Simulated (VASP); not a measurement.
A run of VASP 6.6.1 is set up as follows.

INCAR

```
SYSTEM = HfN
  ALGO = Normal
  EDIFF = 1E-6
  ENCUT = 520
  GGA = PE
  ISIF = 2
  ISMEAR = -1
  LASPH = .True.
  LCHARG = .False.
  LREAL = .False.
  LWAVE = .False.
  NBANDS = 14
  NELM = 100
  PREC = Accurate
  SIGMA = 0.1
```

The input KPOINTS:

```
k-points
0
Gamma
  12 12 12
  0 0 0
```

File POSCAR:

```
HfN
1.0
    0.0000000000      2.2739571955      2.2739571955
    2.2739571955      0.0000000000      2.2739571955
    2.2739571955      2.2739571955      0.0000000000
Hf N
1 1
Direct
    0.0000000000      0.0000000000      0.0000000000
    0.5000000000      0.5000000000      0.5000000000
```

Potentials or basis: VASP PAW PBE potentials, release 64 (Hf_pv, N).

Run with:

```bash
$ cat potpaw_PBE.64/Hf_pv/POTCAR potpaw_PBE.64/N/POTCAR > POTCAR
$ mpirun -np 1 vasp_std > vasp.out
```

Q: Estimate the pressure.

A: -2.4 GPa.
